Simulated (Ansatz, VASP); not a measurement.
**InSe in VASP and in Ansatz**

Contents of INCAR:

```
SYSTEM = InSe
PREC = Accurate
ENCUT = 520
EDIFF = 1E-6
ISMEAR = -1
SIGMA = 0.05
LREAL = .FALSE.
LASPH = .TRUE.
NELM = 100
ALGO = Normal
ISIF = 2
LWAVE = .FALSE.
LCHARG = .TRUE.
GGA = VW
LELF = .TRUE.
LVHAR = .TRUE.
NBANDS = 27
```

The input KPOINTS:

```
Automatic mesh
0
G
  8 8 8
  0 0 0
```

The input POSCAR:

```
InSe
1.0
    1.9729696595      1.1390945640      8.3259319629
   -1.9729696595      1.1390945640      8.3259319629
    0.0000000000     -2.2781891280      8.3259319629
In Se
2 2
Direct
    0.8886000000      0.8886000000      0.8886000000
    0.0000000000      0.0000000000      0.0000000000
    0.1719000000      0.1719000000      0.1719000000
    0.3835000000      0.3835000000      0.3835000000
```

Contents of input.yaml:

```yaml
crystal:
  lattice:
    - [1.9729696595, 1.139094564, 8.3259319629]
    - [-1.9729696595, 1.139094564, 8.3259319629]
    - [0.0, -2.278189128, 8.3259319629]
  atoms:
    - { symbol: In, position: [0.8886, 0.8886, 0.8886] }
    - { symbol: In, position: [0.0, 0.0, 0.0] }
    - { symbol: Se, position: [0.1719, 0.1719, 0.1719] }
    - { symbol: Se, position: [0.3835, 0.3835, 0.3835] }
hamiltonian:
  xc: { exchange: slater, correlation: vwn5 }
  pseudopotentials: { kind: paw }
kpoints:
  mp_grid: { grid: [8, 8, 8] }
scf:
  occupations: { method: fermi_dirac, width: 0.05 }
output:
  forces: true
  stress: true
  eigenvalues: true
```

Alike in both runs: task single point; functional SVWN5; k mesh 8 × 8 × 8; occupations fermi-dirac, width 0.05 eV; no spin polarisation.

|  | VASP | Ansatz |
| --- | --- | --- |
| version | VASP 6.6.1 | Ansatz 0.2.0 |
| potentials or method | VASP PAW PBE potentials, release 64 (In_d, Se) | Ansatz PAW |
| plane-wave cutoff (eV) | 520 | 420 |
| valence electrons in the cell | 38 | 58 |

Ansatz gave:

| Item | Value |
| --- | --- |
| gap on the k mesh at the Fermi level (eV) | 0.32 |
| least direct gap on the mesh (eV) | 0.32 |
| pressure (GPa) | 0.6 |
| traceless stress, the component that is largest in VASP (GPa) | -1.01 |
| rms of the force components (eV/Å) | 0.191 |

Problem. What did VASP give for the same quantities?

Solution. gap on the k mesh at the Fermi level (eV): 0.31; least direct gap on the mesh (eV): 0.31; pressure (GPa): 0.7; traceless stress, the component that is largest in VASP (GPa): -1.04; rms of the force components (eV/Å): 0.205.

VASP's potentials were made for PBE, not for SVWN5. Atom by atom the forces differ by 0.014 eV/Å (rms over components). With one functional, cell and mesh, what is left measures potentials, basis and numerics. VASP's potentials hold 38 valence electrons a cell and Ansatz's 58, so a difference there can come from the potentials and not from the codes.
